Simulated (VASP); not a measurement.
# Au (P4/nmm) in VASP: a series of runs, part 2 of 2

VASP 6.6.1. Earlier steps stand in the parts before.

## 3. Single point, PBEsol (atoms displaced along a vibrational mode)

Input file INCAR:

```
SYSTEM = Au
  ALGO = Fast
  EDIFF = 1E-7
  ENCUT = 520
  GGA = PS
  ISIF = 2
  ISMEAR = 0
  LASPH = .True.
  LCHARG = .False.
  LREAL = .False.
  LWAVE = .False.
  NBANDS = 18
  NELM = 100
  PREC = Accurate
  SIGMA = 0.15
```

Input file KPOINTS:

```
k-points
0
Gamma
  14 14 14
  0 0 0
```

Input file POSCAR:

```
Au
1.0
    0.0000000000     -3.3145380000      0.0000000000
   -3.3145380000      0.0000000000      0.0000000000
    0.0000000000      0.0000000000     -3.3145380000
Au
2
Direct
    0.5075425293      0.5000000000      0.5000000000
   -0.0075425293      0.0000000000      0.0000000000
```

Potentials or basis: VASP PAW PBE potentials, release 64 (Au).

Launch:

```console
cat potpaw_PBE.64/Au/POTCAR > POTCAR
mpirun -np 1 vasp_std > vasp.out
```

OUTCAR:

```text
SYSTEM = Au
   EDIFF = 1E-7
   ENCUT = 520
   GGA = PS
   ISIF = 2
   ISMEAR = 0
   LASPH = .True.
   LREAL = .False.
   NELM = 100
   PREC = Accurate

 ion  position               nearest neighbor table
   1  0.508  0.500  0.500-   2 2.84   2 2.84   2 2.84   2 2.84   2 2.90   2 2.90   2 2.90   2 2.90

   2  0.992  0.000  0.000-   1 2.84   1 2.84   1 2.84   1 2.84   1 2.90   1 2.90   1 2.90   1 2.90

  LATTYP: Found a simple cubic cell.
 ALAT       =     3.3145380000

  Lattice vectors:

[... 695 lines left out ...]
------------------------ aborting loop because EDIFF is reached ----------------------------------------

  FORCE on cell =-STRESS in cart. coord.  units (eV):
  Direction    XX          YY          ZZ          XY          YZ          ZX
  --------------------------------------------------------------------------------------
  -------------------------------------------------------------------------------------
  Total       -2.1033495     -2.1359313     -2.1033495      0.0000000      0.0000000      0.0000000
  in kB      -92.5450142    -93.9785754    -92.5450142      0.0000000      0.0000000      0.0000000
  external PRESSURE =     -93.0228679 kB  Pullay stress =       0.0000000 kB

 VOLUME and BASIS-vectors are now :
 -----------------------------------------------------------------------------
  energy-cutoff  :      520.00
  volume of cell :       36.41
      direct lattice vectors                 reciprocal lattice vectors
     0.000000000 -3.314538000  0.000000000     0.000000000 -0.301701172  0.000000000
    -3.314538000  0.000000000  0.000000000    -0.301701172  0.000000000  0.000000000
     0.000000000  0.000000000 -3.314538000     0.000000000  0.000000000 -0.301701172

 POSITION                                       TOTAL-FORCE (eV/Angst)
 -----------------------------------------------------------------------------------
     -1.65727     -1.68227     -1.65727        -0.000000      0.234275      0.000000
      0.00000     -3.28954      0.00000         0.000000     -0.234275     -0.000000
 -----------------------------------------------------------------------------------
    total drift:                               -0.000000     -0.000000     -0.000000

  FREE ENERGIE OF THE ION-ELECTRON SYSTEM (eV)
  ---------------------------------------------------
  free  energy   TOTEN  =        -7.7289671509 eV

  energy  without entropy=       -7.7239301063  energy(sigma->0) =       -7.72644863
```

stdout:

```text
POSCAR found type information on POSCAR Au
 POSCAR found :  1 types and       2 ions
 scaLAPACK will be used
 -----------------------------------------------------------------------------
|                                                                             |
|                                                                             |
|     You enforced a specific xc type in the INCAR file but a different       |
|     I HOPE YOU KNOW WHAT YOU ARE DOING!                                     |
|                                                                             |
 -----------------------------------------------------------------------------

 LDA part: xc-table for (Slater+PW92), standard interpolation
 POSCAR, INCAR and KPOINTS ok, starting setup
 FFT: planning ... GRIDC
 FFT: planning ... GRID_SOFT
 FFT: planning ... GRID
 WAVECAR not read
 entering main loop
```

Wall time 79 s (1 thread of Intel Xeon 6975P-C (Granite Rapids), shared host); peak memory 0.27 GiB.

Results:

```
Free energy            : -7.7290 eV
Pressure               : -9.3 GPa
Largest force          : 0.234 eV/Å
Band gap on the k mesh : zero (bands 11 and 12 overlap by 4.70 eV)
```

Forces in eV/Å, atoms in the order of the input:
```
Au   0.000  0.234  0.000
Au   0.000 -0.234  0.000
```

Levels at points of the mesh, in eV from the Fermi level:
| k point | band 9 | band 10 | band 11 | band 12 | band 13 | band 14 |
| --- | --- | --- | --- | --- | --- | --- |
| (0.00, 0.00, 0.00) | -1.73 | -1.73 | -1.72 | 6.18 | 6.18 | 6.20 |
| (0.50, 0.00, 0.00) | -3.37 | -3.07 | -1.96 | -1.78 | 12.08 | 12.35 |
| (0.00, 0.50, 0.00) | -3.19 | -3.19 | -1.87 | -1.87 | 12.16 | 12.16 |
| (0.50, 0.50, 0.00) | -1.38 | -1.38 | -0.42 | -0.42 | 3.18 | 3.18 |
| (0.00, 0.50, 0.50) | -1.39 | -1.39 | -0.41 | -0.41 | 3.18 | 3.18 |
| (0.50, 0.50, 0.50) | -2.54 | -2.54 | 2.65 | 2.65 | 6.69 | 6.69 |

Caveat: the cell differs from its parent crystal (atoms displaced along a vibrational mode); the cell stands under tension; the PAW data sets were made with another functional, which shifts forces and pressure a little; spin-orbit coupling is left out, which moves the levels of the heavy elements.
